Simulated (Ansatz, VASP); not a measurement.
## Two plane-wave programs on K

The input POSCAR:

```
K
1.0
    4.3646571951     -0.4670666371     -0.4670666371
   -0.4670666371      4.3646571951     -0.4670666371
   -0.4670666371     -0.4670666371      4.3646571951
K
1
Direct
    0.0000000000      0.0000000000      0.0000000000
```

INCAR.step1

```
SYSTEM = K
PREC = Accurate
ENCUT = 520
ISMEAR = 0
SIGMA = 0.15
LREAL = .False.
LASPH = .True.
NELM = 60
NBANDS = 10
GGA = PE
ALGO = Normal
EDIFF = 1E-4
LWAVE = .True.
LCHARG = .False.
```

File INCAR.step2:

```
SYSTEM = K
PREC = Accurate
ENCUT = 520
EDIFF = 1E-6
ISMEAR = 0
SIGMA = 0.15
LREAL = .False.
LASPH = .True.
NELM = 60
ALGO = Normal
ISIF = 2
LWAVE = .False.
LCHARG = .False.
METAGGA = R2SCAN
LMIXTAU = .True.
NBANDS = 10
ISTART = 1
```

Contents of KPOINTS:

```
regular mesh
0
Gamma
  12 12 12
  0 0 0
```

Input for Ansatz:

```yaml
crystal:
  lattice:
    - [4.3646571951, -0.4670666371, -0.4670666371]
    - [-0.4670666371, 4.3646571951, -0.4670666371]
    - [-0.4670666371, -0.4670666371, 4.3646571951]
  atoms:
    - { symbol: K, position: [0.0, 0.0, 0.0] }
basis:
  ecutwfc: 500
kpoints:
  mp_grid: { grid: [12, 12, 12] }
hamiltonian:
  xc: r2scan
scf:
  occupations: { method: gaussian, width: 0.15 }
output:
  forces: true
  stress: true
  eigenvalues: true
```

Alike in both runs: task single point; functional r2SCAN; k mesh 12 × 12 × 12; occupations gaussian, width 0.15 eV; no spin polarisation.

```csv
,VASP,Ansatz
version,VASP 6.6.1,Ansatz 0.2.0
potentials or method,"VASP PAW PBE potentials, release 64 (K_sv), cutoff 520 eV","scalar-relativistic, plane waves, PAW"
valence electrons in the cell,9,9
```

```tsv
	VASP	Ansatz	Ansatz less VASP
gap on the k mesh at the Fermi level (eV)	none	none	-
pressure (GPa)	-0.1	-0.1	+0.02
traceless stress, the component that is largest in VASP (GPa)	-0.23	-0.23	+0.001
```

VASP's potentials were made for PBE, not for r2SCAN. A gap of «none» marks a metal or a gap that the smearing closes.
